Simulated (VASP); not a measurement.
# Lu2Ge3 (Amm2) in VASP: notebook

Runs on Lu2Ge3. Level: PBE. Tasks: single point.

All numbers are computed with VASP 6.6.1; they aren't measurements. Logs are shortened: lines on timing, memory, paths and dates and some standing lists are left out, and cuts for length are marked.

## (1) The cell of the first run

It takes space group Amm2 (No. 38, orthorhombic). The conventional cell has a = 6.849 Å, b = 4.327 Å, c = 7.542 Å, α = 90.00°, β = 90.00°, γ = 90.00°. Lu (site symmetry m) has 9 Ge at 2.95 to 3.13 Å and 2 Lu at 3.14 to 3.71 Å within 3.9 Å. Within 3.5 Å of Ge (site symmetry mm2) lie 5 Ge at 2.50 to 3.42 Å and 6 Lu at 3.11 to 3.13 Å. Within 3.9 Å of Ge (site symmetry mm2) lie 6 Lu at 2.95 to 2.96 Å and 2 Ge at 3.42 Å. Ge (site symmetry mm2) has 3 Ge at 2.50 to 2.51 Å and 6 Lu at 3.11 to 3.13 Å within 3.3 Å.

## (2) Single point, PBE

INCAR

```
PREC = Accurate
ENCUT = 520
EDIFF = 1E-6
ISMEAR = 1
SIGMA = 0.05
LREAL = F
LASPH = T
NELM = 80
ALGO = Normal
ISIF = 2
LWAVE = F
LCHARG = F
GGA = PE
NBANDS = 54
```

KPOINTS

```
regular mesh
0
Gamma
  4 6 6
```

POSCAR

```
Lu2Ge3
1.0
    6.8488280000      0.0000000000      0.0000000000
    0.0000000000      2.1634980004      3.7710640006
    0.0000000000     -2.1634980004      3.7710640006
Lu Ge
2 3
Direct
    0.2707740000      0.0000440000      0.0000440000
    0.7292260000      0.0000440000      0.0000440000
    0.0000000000      0.3336090000      0.3336090000
    0.5000000000      0.3331770000      0.3331770000
    0.0000000000      0.6665080000      0.6665080000
```

Potentials or basis: VASP PAW PBE potentials, release 64 (Lu, Ge_d).

On the command line:

```console
cat potpaw_PBE.64/Lu/POTCAR potpaw_PBE.64/Ge_d/POTCAR > POTCAR
mpirun -np 1 vasp_std > vasp.out
```

OUTCAR:

```text
PREC = Accurate
   ENCUT = 520
   EDIFF = 1E-6
   ISMEAR = 1
   LREAL = F
   LASPH = T
   NELM = 80
   ISIF = 2
   GGA = PE

 ion  position               nearest neighbor table
   1  0.271  0.000  0.000-   4 2.95   4 2.95   4 2.96   3 3.11   3 3.11   5 3.11   5 3.11   5 3.13
                             3 3.13   2 3.14   2 3.71
   2  0.729  0.000  0.000-   4 2.95   4 2.95   4 2.96   3 3.11   3 3.11   5 3.11   5 3.11   5 3.13
                             3 3.13   1 3.14   1 3.71
   3  0.000  0.334  0.334-   5 2.50   5 2.50   5 2.51   2 3.11   1 3.11   2 3.11   1 3.11   2 3.13
                             1 3.13
   4  0.500  0.333  0.333-   1 2.95   2 2.95   1 2.95   2 2.95   1 2.96   2 2.96
   5  0.000  0.667  0.667-   3 2.50   3 2.50   3 2.51   1 3.11   2 3.11   1 3.11   2 3.11   2 3.13
                             1 3.13

  LATTYP: Found a base centered orthorhombic cell.
 ALAT       =     4.3269960008
 B/A-ratio  =     1.7430402061
 C/A-ratio  =     1.5828135729

  Lattice vectors:

 A1 = (   0.0000000000,   2.1634980004,  -3.7710640006)
 A2 = (   0.0000000000,   2.1634980004,   3.7710640006)
 A3 = (   6.8488280000,   0.0000000000,   0.0000000000)

Analysis of symmetry for initial positions (statically):
=====================================================================
 Subroutine PRICEL returns:
 Original cell was already a primitive cell.

 Routine SETGRP: Setting up the symmetry group for a
 base centered orthorhombic supercell.

 Subroutine GETGRP returns: Found  4 space group operations
 (whereof  4 operations were pure point group operations)
 out of a pool of  8 trial point group operations.

The static configuration has the point symmetry C_2v.

Analysis of symmetry for dynamics (positions and initial velocities):
=====================================================================
 Subroutine PRICEL returns:
 Original cell was already a primitive cell.

 Routine SETGRP: Setting up the symmetry group for a
 base centered orthorhombic supercell.

 Subroutine GETGRP returns: Found  4 space group operations
 (whereof  4 operations were pure point group operations)
 out of a pool of  8 trial point group operations.

The dynamic configuration has the point symmetry C_2v.

 Subroutine INISYM returns: Found  4 space group operations
 (whereof  4 operations are pure point group operations),
 and found     1 'primitive' translations

----------------------------------------------------------------------------------------

[... 101 lines left out ...]
   NSW    =      0    number of steps for IOM
   IBRION =     -1    ionic relax: 0-MD 1-quasi-New 2-CG
   NFREE  =      0    steps in history (QN), initial steepest desc. (CG)
   ISIF   =      2    stress and relaxation
   ISYM   =      2    0-nonsym 1-usesym 2-fastsym
   POTIM  = 0.5000    time-step for ionic-motion
   TEBEG  =    0.0;   TEEND  =   0.0 temperature during run
   PSTRESS=    0.0 pullay stress
   NELECT =      92.0000    total number of electrons
   NUPDOWN=      -1.0000    fix difference up-down
   EMIN   =  10.00;   EMAX   =-10.00  energy-range for DOS
   EFERMI =   0.00;   METHOD = LEGACY
   ISMEAR =     1;   SIGMA  =   0.05  broadening in eV -4-tet -1-fermi 0-gaus
   EFERMI_NEDOS =   21; number of points for ismear=-14 and -15
   IALGO  =     38    algorithm
   IMIX   =      4    mixing-type and parameters
     AMIX     =   0.40;   BMIX     =  1.00
     AMIX_MAG =   1.60;   BMIX_MAG =  1.00
  volume/ion in A,a.u.               =      22.35       150.83
  Fermi-wavevector in a.u.,A,eV,Ry     =   1.534317  2.899440 32.029883  2.354130
  Thomas-Fermi vector in A             =   2.641262
   LORBIT       =      0    0 simple, 1 ext, 2 COOP (PROOUT), +10 PAW based schemes
   GGA     = PE    functional components
   LHFCALC =     F    Hartree Fock is set to
   AEXX    =    0.0000 exact exchange contribution
   IVDW    =     0    specifies the selected vdW correction
   LEPSILON=     F    determine dielectric tensor
   LRPA    =     F    only Hartree local field effects (RPA)
 non-spin polarized calculation
 Methfessel and Paxton  Order N= 1 SIGMA  =   0.05
  energy-cutoff  :      520.00
  volume of cell :      111.75
 maximum number of plane-waves:      3054
 NGX is ok and might be reduce to    54
   NGX = 25   NGY = 17   NGZ = 17

 number of electron      91.9999988 magnetization

 Free energy of the ion-electron system (eV)
  ---------------------------------------------------
  ext. energy  EPLUGINS =         0.00000000
  ---------------------------------------------------
  free energy    TOTEN  =       -24.51382429 eV

  energy without entropy =      -24.51356287  energy(sigma->0) =      -24.51373715

 E-fermi :   4.3775     XC(G=0): -10.9737

 val. band max:        4.3463265541   @ k =   0.5000   0.3333   0.3333
 cond. band min:       4.3799069999   @ k =   0.5000  -0.3333   0.1667
 fundamental gap:      0.0335804458
 Fermi energy:         4.3774754558

 k-point     1 :       0.0000    0.0000    0.0000
  band No.  band energies     occupation
      1     -51.8747      2.00000
      2     -51.8560      2.00000
      3     -22.7234      2.00000
      4     -22.5703      2.00000
      5     -22.5661      2.00000
      6     -22.5259      2.00000
[... 1357 lines left out ...]
     53       8.0659      0.00000
     54       8.9238      0.00000

 [... further k-points ...]

------------------------ aborting loop because EDIFF is reached ----------------------------------------

  FORCE on cell =-STRESS in cart. coord.  units (eV):
  Direction    XX          YY          ZZ          XY          YZ          ZX
  --------------------------------------------------------------------------------------
  -------------------------------------------------------------------------------------
  Total       -0.0923915      0.9316354      1.0254778      0.0000000      0.0000000      0.0000000
  in kB       -1.3245734     13.3564156     14.7017894      0.0000000      0.0000000      0.0000000
  external PRESSURE =       8.9112105 kB  Pullay stress =       0.0000000 kB

 VOLUME and BASIS-vectors are now :
 -----------------------------------------------------------------------------
  energy-cutoff  :      520.00
  volume of cell :      111.75
      direct lattice vectors                 reciprocal lattice vectors
     6.848828000  0.000000000  0.000000000     0.146010383  0.000000000  0.000000000
     0.000000000  2.163498000  3.771064001     0.000000000  0.231107216  0.132588574
     0.000000000 -2.163498000  3.771064001     0.000000000 -0.231107216  0.132588574

 POSITION                                       TOTAL-FORCE (eV/Angst)
 -----------------------------------------------------------------------------------
      1.85448      0.00000      0.00033        -0.207912      0.000000     -0.001760
      4.99434      0.00000      0.00033         0.207912      0.000000     -0.001760
      0.00000      0.00000      2.51612         0.000000      0.000000      0.047613
      3.42441      0.00000      2.51286         0.000000      0.000000     -0.009284
      0.00000      0.00000      5.02689         0.000000      0.000000     -0.034809
 -----------------------------------------------------------------------------------
    total drift:                                0.000000      0.000000     -0.000243

  FREE ENERGIE OF THE ION-ELECTRON SYSTEM (eV)
  ---------------------------------------------------
  free  energy   TOTEN  =       -24.5138242851 eV

  energy  without entropy=      -24.5135628711  energy(sigma->0) =      -24.51373715
```

stdout:

```text
POSCAR found type information on POSCAR LuGe
 POSCAR found :  2 types and       5 ions
 scaLAPACK will be used
 LDA part: xc-table for (Slater+PW92), standard interpolation
 POSCAR, INCAR and KPOINTS ok, starting setup
 FFT: planning ... GRIDC
 FFT: planning ... GRID_SOFT
 FFT: planning ... GRID
 WAVECAR not read
 entering main loop
```

Run time: 3.6 min. Hardware: 1 thread of Intel Xeon Platinum 8259CL at 2.50GHz (Skylake/Cascade Lake), shared host; peak memory 0.36 GiB.

Results:

```yaml
Free_energy: -24.5138 eV
Pressure: 0.9 GPa
Largest_force: 0.208 eV/Å
Band_gap_on_the_k_mesh: zero (bands 46 and 47 overlap by 1.96 eV)
```

Forces on the atoms (eV/Å):
```
Lu  -0.208  0.000 -0.002
Lu   0.208  0.000 -0.002
Ge   0.000  0.000  0.048
Ge   0.000  0.000 -0.009
Ge   0.000  0.000 -0.035
```

Caveat: spin-orbit coupling is left out, which moves the levels of the heavy elements.

## (3) Single point, PBE

INCAR

```
SYSTEM = Lu2Ge3
PREC = Accurate ; ENCUT = 520
EDIFF = 1E-6 ; ISMEAR = 1
SIGMA = 0.1 ; LREAL = .FALSE.
LASPH = .TRUE. ; NELM = 100
ALGO = Normal ; ISIF = 2
LWAVE = .FALSE. ; LCHARG = .TRUE.
GGA = PE ; LELF = .TRUE.
LVHAR = .TRUE. ; NBANDS = 54
```

KPOINTS

```
Automatic mesh
0
G
  4 6 6
  0 0 0
```

POSCAR is that of step 2.

Potentials or basis: VASP PAW PBE potentials, release 64 (Lu, Ge_d).

On the command line:

```console
cat potpaw_PBE.64/Lu/POTCAR potpaw_PBE.64/Ge_d/POTCAR > POTCAR
mpirun -np 1 vasp_std > vasp.out
```

Wall time 3.5 min (1 thread of Intel Xeon Platinum 8259CL at 2.50GHz (Skylake/Cascade Lake), shared host); peak memory 0.36 GiB.

The run converged. Its results:

```
Free energy            : -24.5146 eV
Pressure               : 0.9 GPa
Largest force          : 0.217 eV/Å
Band gap on the k mesh : zero (bands 46 and 47 overlap by 1.96 eV)
```

Forces in eV/Å, atoms in the order of the input:
```
Lu  -0.217  0.000  0.002
Lu   0.217  0.000  0.002
Ge   0.000  0.000  0.050
Ge   0.000  0.000 -0.012
Ge   0.000  0.000 -0.042
```

Stress tensor (GPa, compression positive):
```
-0.19  0.00  0.00
 0.00  1.29  0.00
 0.00  0.00  1.51
```

Levels at points of the mesh, in eV from the Fermi level:
```
           k point  band 44  band 45  band 46  band 47  band 48  band 49
(0.00, 0.00, 0.00)    -0.57    -0.56    -0.07     0.72     0.75     1.31
(0.50, 0.00, 0.00)    -1.94    -0.58    -0.55     0.07     0.09     1.61
(0.00, 0.50, 0.00)    -2.04    -1.75    -0.63     1.68     1.87     3.00
(0.50, 0.50, 0.00)    -1.97    -0.64    -0.53    -0.51     2.18     2.20
(0.00, 0.50, 0.50)    -2.05    -1.73    -0.59     1.67     1.88     2.98
(0.50, 0.50, 0.50)    -1.91    -0.61    -0.53    -0.50     2.18     2.20
```

Caveat: spin-orbit coupling is left out, which moves the levels of the heavy elements.
